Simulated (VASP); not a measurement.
The system is BaTiO3.

```
CELL_PARAMETERS angstrom
4.00768 0.00000 0.00000
0.00000 4.00768 0.00000
0.00000 0.00000 4.00768
ATOMIC_POSITIONS crystal
Ba 0.50000 0.50000 0.50000
Ti 0.00000 0.00000 0.00000
O 0.50000 0.00000 0.00000
O 0.00000 0.50000 0.00000
O 0.00000 0.00000 0.50000
```

- Program: VASP 6.6.1
- Task: relaxation of cell and atoms
- Functional: r2SCAN
- Potentials or basis: VASP PAW PBE potentials, release 64 (Ba_sv, Ti_sv, O)
- Cutoff: 600 eV
- k mesh: 6 × 6 × 6
- Occupations: gaussian, width 0.02 eV
- Spin: no spin polarisation
- Hubbard terms: Ti d U = 4.0 eV

At the start: pressure 3.2 GPa; volume 12.87 Å³/atom.

Question: Where does the relaxation end?

Answer: Over 3 steps the energy falls by 2.2 meV/atom and the volume is 13.10 Å³/atom (+1.7 %); space group Pm-3m (No. 221, to 0.05 Å).

The path:
| step | energy change (eV) | largest force (eV/Å) | pressure (GPa) | volume (Å³) |
| --- | --- | --- | --- | --- |
| 1 | 0.0000 | 0.0000 | 3.16 | 64.37 |
| 2 | 0.0024 | 0.0000 | -3.24 | 66.77 |
| 3 | -0.0108 | 0.0000 | 0.00 | 65.49 |

Final structure:
```xyz
5
Lattice="4.0308 0.0000 0.0000 0.0000 4.0308 0.0000 0.0000 0.0000 4.0308" Properties=species:S:1:pos:R:3 pbc="T T T"
Ba    2.0154    2.0154    2.0154
Ti    0.0000    0.0000    0.0000
O     2.0154    0.0000    0.0000
O     0.0000    2.0154    0.0000
O     0.0000    0.0000    2.0154
```

Caveat: the PAW data sets were made with another functional, which shifts forces and pressure a little.
